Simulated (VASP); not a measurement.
# PbS (Fm-3m) in VASP: notebook, part 2 of 3

VASP 6.6.1.

## (3) Single point, PBE

This run uses another cell than the first one, of 27.09 Å³/atom.

Input file INCAR:

```
SYSTEM = PbS
ALGO = Normal
EDIFF = 1E-6
ENCUT = 500
GGA = PE
GGA_COMPAT = .False.
ISIF = 2
ISMEAR = -1
LASPH = .True.
LCHARG = .True.
LELF = .True.
LREAL = .False.
LVHAR = .True.
LWAVE = .False.
NBANDS = 17
NELM = 120
PREC = Accurate
SIGMA = 0.1
```

Input file KPOINTS:

```
k-points
0
Gamma
  6 6 6
  0 0 0
```

Input file POSCAR:

```
PbS
1.0
    0.0000000000      3.0034972889      3.0034972889
    3.0034972889      0.0000000000      3.0034972889
    3.0034972889      3.0034972889      0.0000000000
Pb S
1 1
Direct
    0.0000000000      0.0000000000      0.0000000000
    0.5000000000      0.5000000000      0.5000000000
```

Potentials or basis: VASP PAW PBE potentials, release 64 (Pb_d, S).

Command:

```console
cat potpaw_PBE.64/Pb_d/POTCAR potpaw_PBE.64/S/POTCAR > POTCAR
mpirun -np 1 vasp_std > vasp.out
```

OUTCAR:

```text
SYSTEM = PbS
   EDIFF = 1E-6
   ENCUT = 500
   GGA = PE
   ISIF = 2
   ISMEAR = -1
   LASPH = .True.
   LREAL = .False.
   NELM = 120
   PREC = Accurate

 ion  position               nearest neighbor table
   1  0.000  0.000  0.000-   2 3.00   2 3.00   2 3.00   2 3.00   2 3.00   2 3.00
   2  0.500  0.500  0.500-   1 3.00   1 3.00   1 3.00   1 3.00   1 3.00   1 3.00

  LATTYP: Found a face centered cubic cell.
 ALAT       =     6.0069945778

  Lattice vectors:

 A1 = (   0.0000000000,   3.0034972889,   3.0034972889)
 A2 = (   3.0034972889,   0.0000000000,   3.0034972889)
 A3 = (   3.0034972889,   3.0034972889,   0.0000000000)

Analysis of symmetry for initial positions (statically):
=====================================================================
 Subroutine PRICEL returns:
 Original cell was already a primitive cell.

 Routine SETGRP: Setting up the symmetry group for a
 face centered cubic supercell.

 Subroutine GETGRP returns: Found 48 space group operations
 (whereof 48 operations were pure point group operations)
 out of a pool of 48 trial point group operations.

The static configuration has the point symmetry O_h .

Analysis of symmetry for dynamics (positions and initial velocities):
=====================================================================
 Subroutine PRICEL returns:
 Original cell was already a primitive cell.

 Routine SETGRP: Setting up the symmetry group for a
 face centered cubic supercell.

 Subroutine GETGRP returns: Found 48 space group operations
 (whereof 48 operations were pure point group operations)
 out of a pool of 48 trial point group operations.

The dynamic configuration has the point symmetry O_h .

 Subroutine INISYM returns: Found 48 space group operations
 (whereof 48 operations are pure point group operations),
 and found     1 'primitive' translations

[... 100 lines left out ...]
   ISMEAR =    -1;   SIGMA  =   0.10  broadening in eV -4-tet -1-fermi 0-gaus
   EFERMI_NEDOS =   21; number of points for ismear=-14 and -15
   IALGO  =     38    algorithm
   IMIX   =      4    mixing-type and parameters
     AMIX     =   0.40;   BMIX     =  1.00
     AMIX_MAG =   1.60;   BMIX_MAG =  1.00
  volume/ion in A,a.u.               =      27.09       182.84
  Fermi-wavevector in a.u.,A,eV,Ry     =   1.174305  2.219115 18.762329  1.378992
  Thomas-Fermi vector in A             =   2.310704
   LORBIT       =      0    0 simple, 1 ext, 2 COOP (PROOUT), +10 PAW based schemes
   GGA     = PE    functional components
   LHFCALC =     F    Hartree Fock is set to
   AEXX    =    0.0000 exact exchange contribution
   IVDW    =     0    specifies the selected vdW correction
   LEPSILON=     F    determine dielectric tensor
   LRPA    =     F    only Hartree local field effects (RPA)
 non-spin polarized calculation
  energy-cutoff  :      500.00
  volume of cell :       54.19
 maximum number of plane-waves:      1384
   NGX = 15   NGY = 15   NGZ = 15

 number of electron      20.0000003 magnetization

 Free energy of the ion-electron system (eV)
  ---------------------------------------------------
  ext. energy  EPLUGINS =         0.00000000
  ---------------------------------------------------
  free energy    TOTEN  =        -8.77173294 eV

  energy without entropy =       -8.76966768  energy(sigma->0) =       -8.77070031

 E-fermi :   5.5406     XC(G=0):  -9.5065

 val. band max:        5.2907460175   @ k =   0.5000   0.0000   0.0000
 cond. band min:       5.7885898210   @ k =   0.5000   0.0000   0.0000
 fundamental gap:      0.4978438035
 Fermi energy:         5.5405921335

 k-point     1 :       0.0000    0.0000    0.0000
  band No.  band energies     occupation
      1     -11.4351      2.00000
      2     -11.4351      2.00000
      3     -11.4351      2.00000
      4     -11.4179      2.00000
      5     -11.4179      2.00000
      6      -7.9339      2.00000
[... 297 lines left out ...]
      4     -11.4018      2.00000
      5     -11.3826      2.00000
      6      -6.3864      2.00000
[... 9 lines left out ...]
     16      17.0605      0.00000
     17      17.6129      0.00000

------------------------ aborting loop because EDIFF is reached ----------------------------------------

  FORCE on cell =-STRESS in cart. coord.  units (eV):
  Direction    XX          YY          ZZ          XY          YZ          ZX
  --------------------------------------------------------------------------------------
  -------------------------------------------------------------------------------------
  Total       -0.0282079     -0.0282079     -0.0282079     -0.0000000      0.0000000      0.0000000
  in kB       -0.8340058     -0.8340058     -0.8340058     -0.0000000      0.0000000      0.0000000
  external PRESSURE =      -0.8340058 kB  Pullay stress =       0.0000000 kB

 VOLUME and BASIS-vectors are now :
 -----------------------------------------------------------------------------
  energy-cutoff  :      500.00
  volume of cell :       54.19
      direct lattice vectors                 reciprocal lattice vectors
     0.000000000  3.003497289  3.003497289    -0.166472599  0.166472599  0.166472599
     3.003497289  0.000000000  3.003497289     0.166472599 -0.166472599  0.166472599
     3.003497289  3.003497289  0.000000000     0.166472599  0.166472599 -0.166472599

 POSITION                                       TOTAL-FORCE (eV/Angst)
 -----------------------------------------------------------------------------------
      0.00000      0.00000      0.00000        -0.000000     -0.000000      0.000000
      3.00350      3.00350      3.00350         0.000000      0.000000     -0.000000
 -----------------------------------------------------------------------------------
    total drift:                                0.000000     -0.000000     -0.000000

  FREE ENERGIE OF THE ION-ELECTRON SYSTEM (eV)
  ---------------------------------------------------
  free  energy   TOTEN  =        -8.7717329434 eV

  energy  without entropy=       -8.7696676776  energy(sigma->0) =       -8.77070031
```

OSZICAR:

```text
N       E                     dE             d eps       ncg     rms          rms(c)
DAV:   1     0.159766970366E+03    0.15977E+03   -0.92855E+03   544   0.117E+03
DAV:   2     0.266108056727E+01   -0.15711E+03   -0.15105E+03   569   0.304E+02
DAV:   3    -0.896248717447E+01   -0.11624E+02   -0.11544E+02   695   0.898E+01
DAV:   4    -0.927632205058E+01   -0.31383E+00   -0.31342E+00   670   0.161E+01
DAV:   5    -0.928666220608E+01   -0.10340E-01   -0.10339E-01   782   0.285E+00    0.437E+00
DAV:   6    -0.876632852166E+01    0.52033E+00   -0.15283E+00   842   0.800E+00    0.306E+00
DAV:   7    -0.876844864118E+01   -0.21201E-02   -0.14541E-01   675   0.187E+00    0.184E+00
DAV:   8    -0.877232936285E+01   -0.38807E-02   -0.18887E-02   614   0.141E+00    0.405E-01
DAV:   9    -0.877148607577E+01    0.84329E-03   -0.43276E-03   859   0.543E-01    0.977E-02
DAV:  10    -0.877172877259E+01   -0.24270E-03   -0.42350E-04   621   0.119E-01    0.763E-02
DAV:  11    -0.877173202918E+01   -0.32566E-05   -0.51001E-05   762   0.785E-02    0.110E-02
DAV:  12    -0.877173294342E+01   -0.91424E-06   -0.38972E-06   702   0.210E-02
   1 F= -.87717329E+01 E0= -.87707003E+01  d E =-.206527E-02
```

Wall time 6.4 s (1 thread of Intel Xeon 6975P-C (Granite Rapids), shared host); peak memory 0.17 GiB.

Results:

- Free energy: -8.7717 eV
- Pressure: -0.1 GPa
- Band gap on the k mesh: 0.50 eV

Caveat: spin-orbit coupling is left out, which moves the levels of the heavy elements.

## (4) Relaxation of cell and atoms, PBE

This run uses another cell than the first one, of 26.09 Å³/atom.

Input file INCAR:

```
ALGO = Normal ; EDIFF = 1E-7
EDIFFG = -0.01 ; ENCUT = 500
GGA = PE ; GGA_COMPAT = F
IBRION = 2 ; ISIF = 3
ISMEAR = -1 ; LASPH = T
LCHARG = F ; LREAL = F
LWAVE = F ; NELM = 120
NELMIN = 4 ; NSW = 80
PREC = Accurate ; SIGMA = 0.1
```

Input file KPOINTS:

```
k-points
0
Gamma
  6 6 6
```

Input file POSCAR:

```
PbS
1.0
    0.0000000000      2.9657500000      2.9657500000
    2.9657500000      0.0000000000      2.9657500000
    2.9657500000      2.9657500000      0.0000000000
Pb S
1 1
Direct
    0.0000000000      0.0000000000      0.0000000000
    0.5000000000      0.5000000000      0.5000000000
```

Potentials or basis: VASP PAW PBE potentials, release 64 (Pb_d, S).

Command:

```console
cat potpaw_PBE.64/Pb_d/POTCAR potpaw_PBE.64/S/POTCAR > POTCAR
mpirun -np 1 vasp_std > vasp.out
```

OUTCAR:

```text
EDIFF = 1E-7
   EDIFFG = -0.01
   ENCUT = 500
   GGA = PE
   IBRION = 2
   ISIF = 3
   ISMEAR = -1
   LASPH = T
   LREAL = F
   NELM = 120
   NELMIN = 4
   NSW = 80
   PREC = Accurate

 ion  position               nearest neighbor table
   1  0.000  0.000  0.000-   2 2.97   2 2.97   2 2.97   2 2.97   2 2.97   2 2.97
   2  0.500  0.500  0.500-   1 2.97   1 2.97   1 2.97   1 2.97   1 2.97   1 2.97

  LATTYP: Found a face centered cubic cell.
 ALAT       =     5.9315000000

  Lattice vectors:

 A1 = (   0.0000000000,   2.9657500000,   2.9657500000)
 A2 = (   2.9657500000,   0.0000000000,   2.9657500000)
 A3 = (   2.9657500000,   2.9657500000,   0.0000000000)

Analysis of symmetry for initial positions (statically):
=====================================================================
 Subroutine PRICEL returns:
 Original cell was already a primitive cell.

[... 170 lines left out ...]
  in kB       20.8335303     20.8335303     20.8335303      0.0000000     -0.0000000     -0.0000000
  external PRESSURE =      20.8335303 kB  Pullay stress =       0.0000000 kB
[... 59 lines left out ...]
--------------------------------------- Ionic step        3  -------------------------------------------

 number of electron      20.0000003 magnetization

 Free energy of the ion-electron system (eV)
  ---------------------------------------------------
  ext. energy  EPLUGINS =         0.00000000
  ---------------------------------------------------
  free energy    TOTEN  =        -8.77088812 eV

  energy without entropy =       -8.76879713  energy(sigma->0) =       -8.76984263

 E-fermi :   5.5555     XC(G=0):  -9.5122

 val. band max:        5.3076453235   @ k =   0.5000   0.0000   0.0000
 cond. band min:       5.8015371202   @ k =   0.5000   0.0000   0.0000
 fundamental gap:      0.4938917967
 Fermi energy:         5.5554952554

 k-point     1 :       0.0000    0.0000    0.0000
  band No.  band energies     occupation
      1     -11.4212      2.00000
      2     -11.4212      2.00000
      3     -11.4212      2.00000
      4     -11.4040      2.00000
      5     -11.4040      2.00000
      6      -7.9289      2.00000
      7      -0.7562      2.00000
      8       3.3509      2.00000
      9       3.3509      2.00000
     10       3.3509      2.00000
     11      10.4508      0.00000
     12      10.4508      0.00000
     13      10.4508      0.00000
     14      12.1687      0.00000
[... 282 lines left out ...]
  FREE ENERGIE OF THE ION-ELECTRON SYSTEM (eV)
  ---------------------------------------------------
  free  energy   TOTEN  =        -8.7708881245 eV

  energy  without entropy=       -8.7687971311  energy(sigma->0) =       -8.76984263

 reached required accuracy - stopping structural energy minimisation
```

Wall time 15 s (1 thread of Intel Xeon 6975P-C (Granite Rapids), shared host); peak memory 0.19 GiB.

Results:

```yaml
Free_energy: -8.7709 eV
Relaxed_volume: 27.06 Å³/atom
Relaxed_cell: a = 4.246 Å, b = 4.246 Å, c = 4.246 Å, α = 60.00°, β = 60.00°, γ = 60.00°
Space_group_after_relaxing_to_0.1_Å: Fm-3m (No. 225)
Energy_gained_by_relaxing: 6.1 meV/atom
Ionic_steps: 3
Pressure_after_relaxing: 0.0 GPa
Band_gap_on_the_k_mesh: 0.49 eV
```

Step by step:
```
step  energy change (eV)  largest force (eV/Å)  pressure (GPa)  volume (Å³)
   1              0.0000                0.0000            2.08        52.17
   2             -0.0110                0.0000           -0.61        54.77
   3             -0.0123                0.0000            0.01        54.12
```

Final structure:
```
CELL_PARAMETERS angstrom
0.00000 3.00225 3.00225
3.00225 0.00000 3.00225
3.00225 3.00225 0.00000
ATOMIC_POSITIONS crystal
Pb 0.00000 0.00000 0.00000
S 0.50000 0.50000 0.50000
```

Caveat: spin-orbit coupling is left out, which moves the levels of the heavy elements. Zero-point motion and thermal expansion aren't in these numbers.

## (5) Relaxation of cell and atoms, PBE, target pressure 10 GPa, at which the enthalpy is minimised

This run uses another cell than the first one, of 26.09 Å³/atom.

Input file INCAR:

```
PREC = Accurate
ENCUT = 500
EDIFF = 1E-7
ISMEAR = -1
SIGMA = 0.1
LREAL = F
LASPH = T
NELM = 120
ALGO = Normal
ISIF = 3
LWAVE = F
LCHARG = F
GGA = PE
IBRION = 2
NSW = 80
EDIFFG = -0.01
PSTRESS = 100.0
GGA_COMPAT = F
NELMIN = 4
```

Input file KPOINTS:

```
Automatic mesh
0
Gamma
  6 6 6
```

POSCAR is that of step 4.

Command:

```console
cat potpaw_PBE.64/Pb_d/POTCAR potpaw_PBE.64/S/POTCAR > POTCAR
mpirun -np 1 vasp_std > vasp.out
```

Wall time 23 s (1 thread of Intel Xeon 6975P-C (Granite Rapids), shared host); peak memory 0.19 GiB.

The run converged. Its results:

| Property | Result |
| --- | --- |
| Free energy | -8.5726 eV |
| Relaxed volume | 23.47 Å³/atom |
| Relaxed cell | a = 4.049 Å, b = 4.049 Å, c = 4.049 Å, α = 60.00°, β = 60.00°, γ = 60.00° |
| Space group after relaxing (to 0.1 Å) | Fm-3m (No. 225) |
| Energy change on relaxing (the run minimises the enthalpy) | +93.0 meV/atom |
| Ionic steps | 5 |
| Pressure after relaxing | 9.9 GPa |
| Band gap on the k mesh | 0.09 eV |

Step by step:
```csv
step,energy change (eV),largest force (eV/Å),pressure (GPa),volume (Å³)
1,0.0000,0.0000,2.08,52.17
2,0.5322,0.0000,19.14,43.03
3,0.1845,0.0000,9.89,46.96
4,0.1908,0.0000,10.08,46.86
5,0.1861,0.0000,9.94,46.93
```

Final structure:
```
CELL_PARAMETERS angstrom
0.00000 2.86297 2.86297
2.86297 0.00000 2.86297
2.86297 2.86297 0.00000
ATOMIC_POSITIONS crystal
Pb 0.00000 0.00000 0.00000
S 0.50000 0.50000 0.50000
```

Levels at points of the mesh, in eV from the valence-band top:
| k point | band 7 | band 8 | band 9 | band 10 | band 11 | band 12 | band 13 | band 14 |
| --- | --- | --- | --- | --- | --- | --- | --- | --- |
| (0.00, 0.00, 0.00) | -5.90 | -2.81 | -2.81 | -2.81 | 5.47 | 5.47 | 5.47 | 6.37 |
| (0.50, 0.00, 0.00) | -9.61 | -2.32 | -2.32 | 0.00 | 0.09 | 1.63 | 1.63 | 8.71 |
| (0.50, 0.50, 0.00) | -7.45 | -6.23 | -4.25 | -4.25 | 3.30 | 5.86 | 6.03 | 6.03 |

Caveat: the cell is relaxed towards a set pressure, so the run minimises the enthalpy, not the energy; spin-orbit coupling is left out, which moves the levels of the heavy elements.

(Part 2 of 3 ends here.)
